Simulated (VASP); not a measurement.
# Al in VASP: a series of runs

The runs below take Al through relaxation of the atoms, single point, with PBE.

All numbers are computed with VASP 6.6.1; they aren't measurements. Logs are shortened: lines on timing, memory, paths and dates and some standing lists are left out, and cuts for length are marked.

### 1 The cell of the first run

The cell holds a slab with vacuum, 13 atoms: a = 5.714 Å, b = 5.714 Å, c = 20.102 Å, α = 90.00°, β = 90.00°, γ = 120.00°.

### 2 Relaxation of the atoms, PBE

File INCAR:

```
SYSTEM = Al
PREC = Accurate ; ENCUT = 450
EDIFF = 1E-7 ; ISMEAR = 0
SIGMA = 0.1 ; LREAL = .False.
LASPH = .True. ; NELM = 120
ALGO = Normal ; ISIF = 2
LWAVE = .False. ; LCHARG = .False.
LDIPOL = .True. ; IDIPOL = 3
DIPOL = 0.5 0.5 0.329 ; GGA = PE
IBRION = 2 ; NSW = 36
EDIFFG = -0.025 ; GGA_COMPAT = .False.
NELMIN = 4 ; NELMDL = -8
```

File KPOINTS:

```
regular mesh
0
Gamma
  6 6 1
  0 0 0
```

File POSCAR:

```
Al
1.0
    5.7143028096      0.0000000000      0.0000000000
   -2.8571514048      4.9487313980      0.0000000000
    0.0000000000      0.0000000000     20.1016424764
Al
13
Selective dynamics
Direct
    0.3333333333      0.1666666667      0.1989887147  F F F
    0.3333333333      0.6666666667      0.1989887147  F F F
    0.8333333333      0.1666666667      0.1989887147  F F F
    0.8333333333      0.6666666667      0.1989887147  F F F
    0.1666666667      0.3333333333      0.3134533099  F F F
    0.1666666667      0.8333333333      0.3134533099  F F F
    0.6666666667      0.3333333333      0.3134533099  F F F
    0.6666666667      0.8333333333      0.3134533099  F F F
    0.0000000000      0.0000000000      0.4279074452  F F F
    0.0000000000      0.5000000000      0.4279074452  F F F
    0.5000000000      0.0000000000      0.4279074452  F F F
    0.5000000000      0.5000000000      0.4279074452  F F F
    0.1666666667      0.3333333333      0.5219012014  F F T
```

Potentials or basis: VASP PAW PBE potentials, release 64 (Al).

Run with:

```bash
cat potpaw_PBE.64/Al/POTCAR > POTCAR
mpirun -np 1 vasp_std > vasp.out
```

OUTCAR:

```text
SYSTEM = Al
   PREC = Accurate
   ENCUT = 450
   EDIFF = 1E-7
   ISMEAR = 0
   LREAL = .False.
   LASPH = .True.
   NELM = 120
   ISIF = 2
   GGA = PE
   IBRION = 2
   NSW = 36
   EDIFFG = -0.025
   NELMIN = 4
   NELMDL = -8

 ion  position               nearest neighbor table
   1  0.333  0.167  0.199-   5 2.83   6 2.83   7 2.83   4 2.86   2 2.86   2 2.86   4 2.86   3 2.86
                             3 2.86
   2  0.333  0.667  0.199-   6 2.83   5 2.83   8 2.83   3 2.86   1 2.86   1 2.86   3 2.86   4 2.86
                             4 2.86
   3  0.833  0.167  0.199-   7 2.83   8 2.83   5 2.83   4 2.86   2 2.86   4 2.86   2 2.86   1 2.86
                             1 2.86
   4  0.833  0.667  0.199-   8 2.83   7 2.83   6 2.83   3 2.86   1 2.86   3 2.86   1 2.86   2 2.86
                             2 2.86
   5  0.167  0.333  0.313-   9 2.83  12 2.83  10 2.83   1 2.83   2 2.83   3 2.83   8 2.86   6 2.86
                             6 2.86   8 2.86   7 2.86   7 2.86
   6  0.167  0.833  0.313-  10 2.83  11 2.83   9 2.83   2 2.83   1 2.83   4 2.83   7 2.86   5 2.86
                             5 2.86   7 2.86   8 2.86   8 2.86
   7  0.667  0.333  0.313-  11 2.83  10 2.83  12 2.83   3 2.83   4 2.83   1 2.83   8 2.86   6 2.86
                             8 2.86   6 2.86   5 2.86   5 2.86
   8  0.667  0.833  0.313-  12 2.83   9 2.83  11 2.83   4 2.83   3 2.83   2 2.83   7 2.86   5 2.86
                             7 2.86   5 2.86   6 2.86   6 2.86
   9  0.000  0.000  0.428-  13 2.51   5 2.83   8 2.83   6 2.83  12 2.86  10 2.86  10 2.86  12 2.86
                            11 2.86  11 2.86
  10  0.000  0.500  0.428-  13 2.51   6 2.83   7 2.83   5 2.83  11 2.86   9 2.86   9 2.86  11 2.86
                            12 2.86  12 2.86
  11  0.500  0.000  0.428-   7 2.83   6 2.83   8 2.83  10 2.86  12 2.86  12 2.86  10 2.86   9 2.86
                             9 2.86
  12  0.500  0.500  0.428-  13 2.51   8 2.83   5 2.83   7 2.83  11 2.86   9 2.86  11 2.86   9 2.86
                            10 2.86  10 2.86
  13  0.167  0.333  0.522-   9 2.51  12 2.51  10 2.51

  LATTYP: Found a hexagonal cell.
 ALAT       =     5.7143028096
 C/A-ratio  =     3.5177769093

  Lattice vectors:

 A1 = (   5.7143028096,   0.0000000000,   0.0000000000)
 A2 = (  -2.8571514048,   4.9487313980,   0.0000000000)
 A3 = (   0.0000000000,   0.0000000000,  20.1016424764)

Analysis of symmetry for initial positions (statically):
=====================================================================
 Subroutine PRICEL returns:
 Original cell was already a primitive cell.

[... 193 lines left out ...]

------------------------ aborting loop because EDIFF is reached ----------------------------------------

  FORCE on cell =-STRESS in cart. coord.  units (eV):
  Direction    XX          YY          ZZ          XY          YZ          ZX
  --------------------------------------------------------------------------------------
  -------------------------------------------------------------------------------------
  Total       -1.7553158     -1.7553158      5.4539735     -0.0000000      0.0000000      0.0000000
  in kB       -4.9474017     -4.9474017     15.3721613     -0.0000000      0.0000000      0.0000000
  external PRESSURE =       1.8257859 kB  Pullay stress =       0.0000000 kB
[... 36 lines left out ...]
 number of electron      39.0000000 magnetization

------------------------ aborting loop because EDIFF is reached ----------------------------------------

 vacuum level on the upper side and lower side of the slab       (xc-potential included)         0.010        -0.329

  FORCE on cell =-STRESS in cart. coord.  units (eV):
  Direction    XX          YY          ZZ          XY          YZ          ZX
  --------------------------------------------------------------------------------------
  -------------------------------------------------------------------------------------
  Total       -2.1386565     -2.1386565      3.9898215      0.0000000     -0.0000000      0.0000000
  in kB       -6.0278570     -6.0278570     11.2454121      0.0000000     -0.0000000      0.0000000
  external PRESSURE =      -0.2701007 kB  Pullay stress =       0.0000000 kB
[... 28 lines left out ...]
  FREE ENERGIE OF THE ION-ELECTRON SYSTEM (eV)
  ---------------------------------------------------
  free  energy   TOTEN  =       -44.9899553530 eV

  energy  without entropy=      -44.9695048474  energy(sigma->0) =      -44.97973010

 dipolmoment           0.000000      0.000000     -0.042367 electrons x Angstroem

--------------------------------------- Ionic step        3  -------------------------------------------

 number of electron      39.0000000 magnetization

------------------------ aborting loop because EDIFF is reached ----------------------------------------
[... 42 lines left out ...]
--------------------------------------- Ionic step        4  -------------------------------------------

 number of electron      39.0000000 magnetization

 dipolmoment           0.000000      0.000000      0.043404 electrons x Angstroem

 Free energy of the ion-electron system (eV)
  ---------------------------------------------------
  ext. energy  EPLUGINS =         0.00000000
  ---------------------------------------------------
  free energy    TOTEN  =       -45.09023082 eV

  energy without entropy =      -45.07225362  energy(sigma->0) =      -45.08124222

 E-fermi :   0.4628     XC(G=0):  -4.8937

 val. band max:        0.3617840151   @ k =   0.3333   0.1667   0.0000
 cond. band min:       0.4646601264   @ k =   0.1667   0.1667   0.0000
 fundamental gap:      0.1028761113
 Fermi energy:         0.4628035551

 k-point     1 :       0.0000    0.0000    0.0000
  band No.  band energies     occupation
      1     -10.1172      2.00000
      2      -8.5057      2.00000
      3      -6.1335      2.00000
      4      -4.3688      2.00000
      5      -4.2372      2.00000
      6      -4.2372      2.00000
[... 192 lines left out ...]
     25       2.6612      0.00000
     26       3.1918      0.00000

------------------------ aborting loop because EDIFF is reached ----------------------------------------

 vacuum level on the upper side and lower side of the slab       (xc-potential included)        -0.064        -0.282

  FORCE on cell =-STRESS in cart. coord.  units (eV):
  Direction    XX          YY          ZZ          XY          YZ          ZX
  --------------------------------------------------------------------------------------
  -------------------------------------------------------------------------------------
  Total       -2.5645460     -2.5645460      1.1419012      0.0000000      0.0000000      0.0000000
  in kB       -7.2282372     -7.2282372      3.2184772      0.0000000      0.0000000      0.0000000
  external PRESSURE =      -3.7459991 kB  Pullay stress =       0.0000000 kB
[... 28 lines left out ...]
  FREE ENERGIE OF THE ION-ELECTRON SYSTEM (eV)
  ---------------------------------------------------
  free  energy   TOTEN  =       -45.0902308228 eV

  energy  without entropy=      -45.0722536172  energy(sigma->0) =      -45.08124222

 reached required accuracy - stopping structural energy minimisation

 vacuum level on the upper side and lower side of the slab         4.582         4.365
```

CONTCAR:

```text
Al
   1.00000000000000
     5.7143028096000004    0.0000000000000000    0.0000000000000000
    -2.8571514048000002    4.9487313979999996    0.0000000000000000
     0.0000000000000000    0.0000000000000000   20.1016424763999986
  Al
    13
Selective dynamics
Direct
[... 14 lines left out ...]
  0.00000000E+00  0.00000000E+00  0.00000000E+00
  0.00000000E+00  0.00000000E+00  0.00000000E+00
  0.00000000E+00  0.00000000E+00  0.00000000E+00
  0.00000000E+00  0.00000000E+00  0.00000000E+00
  0.00000000E+00  0.00000000E+00  0.00000000E+00
  0.00000000E+00  0.00000000E+00  0.00000000E+00
  0.00000000E+00  0.00000000E+00  0.00000000E+00
  0.00000000E+00  0.00000000E+00  0.00000000E+00
  0.00000000E+00  0.00000000E+00  0.00000000E+00
  0.00000000E+00  0.00000000E+00  0.00000000E+00
  0.00000000E+00  0.00000000E+00  0.00000000E+00
  0.00000000E+00  0.00000000E+00  0.00000000E+00
  0.00000000E+00  0.00000000E+00  0.00000000E+00
```

It took 7.7 min on 1 thread of Intel Xeon Platinum 8259CL at 2.50GHz (Skylake/Cascade Lake), shared host; peak memory 0.53 GiB.

Results:

```yaml
Free_energy: -45.0902 eV
Energy_gained_by_relaxing: 17.6 meV/atom
Ionic_steps: 4
Band_gap_on_the_k_mesh: zero (an odd number of electrons rules out a gap without spin polarisation)
```

Step by step:
| step | energy change (eV) | largest force on free atoms (eV/Å) | pressure (GPa) |
| --- | --- | --- | --- |
| 1 | 0.0000 | 1.8158 | 0.18 |
| 2 | -0.1281 | 1.1286 | -0.03 |
| 3 | -0.2279 | 0.0628 | -0.39 |
| 4 | -0.2283 | 0.0125 | -0.37 |

Final structure:
```cif
data_structure
_symmetry_space_group_name_H-M 'P 1'
_symmetry_Int_Tables_number 1
_cell_length_a 5.7143
_cell_length_b 5.7143
_cell_length_c 20.1016
_cell_angle_alpha 90.000
_cell_angle_beta 90.000
_cell_angle_gamma 120.000
_cell_volume 568.45
loop_
_atom_site_label
_atom_site_type_symbol
_atom_site_fract_x
_atom_site_fract_y
_atom_site_fract_z
_atom_site_occupancy
Al1 Al 0.33333 0.16667 0.19899 1
Al2 Al 0.33333 0.66667 0.19899 1
Al3 Al 0.83333 0.16667 0.19899 1
Al4 Al 0.83333 0.66667 0.19899 1
Al5 Al 0.16667 0.33333 0.31345 1
Al6 Al 0.16667 0.83333 0.31345 1
Al7 Al 0.66667 0.33333 0.31345 1
Al8 Al 0.66667 0.83333 0.31345 1
Al9 Al 0.00000 0.00000 0.42791 1
Al10 Al 0.00000 0.50000 0.42791 1
Al11 Al 0.50000 0.00000 0.42791 1
Al12 Al 0.50000 0.50000 0.42791 1
Al13 Al 0.16667 0.33333 0.53589 1
```

### 3 Relaxation of the atoms, PBE

File INCAR:

```
ALGO = Normal
DIPOL = 0.5 0.5 0.329
EDIFF = 1E-7
EDIFFG = -0.025
ENCUT = 450
GGA = PE
GGA_COMPAT = False
IBRION = 2
IDIPOL = 3
ISIF = 2
ISMEAR = 0
LASPH = True
LCHARG = False
LDIPOL = True
LREAL = False
LWAVE = False
NELM = 120
NELMDL = -8
NELMIN = 4
NSW = 36
PREC = Accurate
SIGMA = 0.1
```

File KPOINTS:

```
k-points
0
Gamma
  6 6 1
```

Edit POSCAR of step 2 so:

```diff
@@ -21,2 +21,2 @@
     0.5000000000      0.5000000000      0.4279074452  F F F
-    0.1666666667      0.3333333333      0.5219012014  F F T
+    0.3333333333      0.1666666667      0.5219012014  F F T
```

Potentials or basis: VASP PAW PBE potentials, release 64 (Al).

Run with:

```bash
cat potpaw_PBE.64/Al/POTCAR > POTCAR
mpirun -np 1 vasp_std > vasp.out
```

OUTCAR:

```text
EDIFF = 1E-7
   EDIFFG = -0.025
   ENCUT = 450
   GGA = PE
   IBRION = 2
   ISIF = 2
   ISMEAR = 0
   LASPH = True
   LREAL = False
   NELM = 120
   NELMDL = -8
   NELMIN = 4
   NSW = 36
   PREC = Accurate

 ion  position               nearest neighbor table
   1  0.333  0.167  0.199-   5 2.83   6 2.83   7 2.83   4 2.86   2 2.86   2 2.86   4 2.86   3 2.86
                             3 2.86
   2  0.333  0.667  0.199-   6 2.83   5 2.83   8 2.83   3 2.86   1 2.86   1 2.86   3 2.86   4 2.86
                             4 2.86
   3  0.833  0.167  0.199-   7 2.83   8 2.83   5 2.83   4 2.86   2 2.86   4 2.86   2 2.86   1 2.86
                             1 2.86
   4  0.833  0.667  0.199-   8 2.83   7 2.83   6 2.83   3 2.86   1 2.86   3 2.86   1 2.86   2 2.86
                             2 2.86
   5  0.167  0.333  0.313-   9 2.83  12 2.83  10 2.83   1 2.83   2 2.83   3 2.83   8 2.86   6 2.86
[... 337 lines left out ...]
 cond. band min:       0.6394740066   @ k =   0.1667   0.1667   0.0000
 fundamental gap:      0.2528192857
 Fermi energy:         0.3950721453

 k-point     1 :       0.0000    0.0000    0.0000
  band No.  band energies     occupation
      1     -10.1320      2.00000
      2      -8.5149      2.00000
      3      -6.1303      2.00000
      4      -4.3711      2.00000
      5      -4.2450      2.00000
      6      -4.2450      2.00000
[... 192 lines left out ...]
     25       2.5054      0.00000
     26       3.1616      0.00000

------------------------ aborting loop because EDIFF is reached ----------------------------------------

 vacuum level on the upper side and lower side of the slab       (xc-potential included)        -0.025        -0.315

  FORCE on cell =-STRESS in cart. coord.  units (eV):
  Direction    XX          YY          ZZ          XY          YZ          ZX
  --------------------------------------------------------------------------------------
  -------------------------------------------------------------------------------------
  Total       -2.7961548     -2.7961548      1.3496721      0.0000000      0.0000000      0.0000000
  in kB       -7.8810324     -7.8810324      3.8040847      0.0000000      0.0000000      0.0000000
  external PRESSURE =      -3.9859934 kB  Pullay stress =       0.0000000 kB
[... 28 lines left out ...]
  FREE ENERGIE OF THE ION-ELECTRON SYSTEM (eV)
  ---------------------------------------------------
  free  energy   TOTEN  =       -45.0483995767 eV

  energy  without entropy=      -45.0292243519  energy(sigma->0) =      -45.03881196

 reached required accuracy - stopping structural energy minimisation

 vacuum level on the upper side and lower side of the slab         4.627         4.328
```

OSZICAR:

```text
N       E                     dE             d eps       ncg     rms          rms(c)
DAV:   1     0.131580244398E+03    0.13158E+03   -0.11000E+04   364   0.937E+02
DAV:   2    -0.393566113081E+02   -0.17094E+03   -0.16711E+03   510   0.165E+02
DAV:   3    -0.468914850606E+02   -0.75349E+01   -0.74432E+01   436   0.371E+01
[... 64 lines left out ...]
DAV:  15    -0.450483964290E+02   -0.23262E-05   -0.11264E-07   304   0.113E-03    0.312E-04
DAV:  16    -0.450483985582E+02   -0.21292E-05   -0.98774E-08   292   0.736E-04    0.414E-04
DAV:  17    -0.450483993774E+02   -0.81922E-06   -0.47432E-08   272   0.543E-04    0.825E-05
DAV:  18    -0.450483995406E+02   -0.16323E-06   -0.11620E-08   250   0.345E-04    0.114E-04
DAV:  19    -0.450483995767E+02   -0.36059E-07   -0.44139E-09   214   0.226E-04
   3 F= -.45048400E+02 E0= -.45038812E+02  d E =-.251015E+00
```

CONTCAR:

```text
Al
   1.00000000000000
     5.7143028096000004    0.0000000000000000    0.0000000000000000
    -2.8571514048000002    4.9487313979999996    0.0000000000000000
     0.0000000000000000    0.0000000000000000   20.1016424763999986
  Al
    13
Selective dynamics
Direct
[... 14 lines left out ...]
  0.00000000E+00  0.00000000E+00  0.00000000E+00
  0.00000000E+00  0.00000000E+00  0.00000000E+00
  0.00000000E+00  0.00000000E+00  0.00000000E+00
  0.00000000E+00  0.00000000E+00  0.00000000E+00
  0.00000000E+00  0.00000000E+00  0.00000000E+00
  0.00000000E+00  0.00000000E+00  0.00000000E+00
  0.00000000E+00  0.00000000E+00  0.00000000E+00
  0.00000000E+00  0.00000000E+00  0.00000000E+00
  0.00000000E+00  0.00000000E+00  0.00000000E+00
  0.00000000E+00  0.00000000E+00  0.00000000E+00
  0.00000000E+00  0.00000000E+00  0.00000000E+00
  0.00000000E+00  0.00000000E+00  0.00000000E+00
  0.00000000E+00  0.00000000E+00  0.00000000E+00
```

Run time: 13 min. Hardware: 1 thread of Intel Xeon 8259CL, shared host; peak memory 0.54 GiB.

What came out:

```yaml
Free_energy: -45.0484 eV
Energy_gained_by_relaxing: 19.3 meV/atom
Ionic_steps: 3
Band_gap_on_the_k_mesh: zero (an odd number of electrons rules out a gap without spin polarisation)
```

The path:
```csv
step,energy change (eV),largest force on free atoms (eV/Å),pressure (GPa)
1,0.0000,1.8971,0.19
2,-0.1401,1.1833,-0.03
3,-0.2510,0.0223,-0.40
```

Final structure:
```yaml
crystal:
  lattice:
    - [5.71430, 0.00000, 0.00000]
    - [-2.85715, 4.94873, 0.00000]
    - [0.00000, 0.00000, 20.10164]
  atoms:
    - { symbol: Al, position: [0.33333, 0.16667, 0.19899] }
    - { symbol: Al, position: [0.33333, 0.66667, 0.19899] }
    - { symbol: Al, position: [0.83333, 0.16667, 0.19899] }
    - { symbol: Al, position: [0.83333, 0.66667, 0.19899] }
    - { symbol: Al, position: [0.16667, 0.33333, 0.31345] }
    - { symbol: Al, position: [0.16667, 0.83333, 0.31345] }
    - { symbol: Al, position: [0.66667, 0.33333, 0.31345] }
    - { symbol: Al, position: [0.66667, 0.83333, 0.31345] }
    - { symbol: Al, position: [0.00000, 0.00000, 0.42791] }
    - { symbol: Al, position: [0.00000, 0.50000, 0.42791] }
    - { symbol: Al, position: [0.50000, 0.00000, 0.42791] }
    - { symbol: Al, position: [0.50000, 0.50000, 0.42791] }
    - { symbol: Al, position: [0.33333, 0.16667, 0.53675] }
```

(Continued in part 2 of 2.)
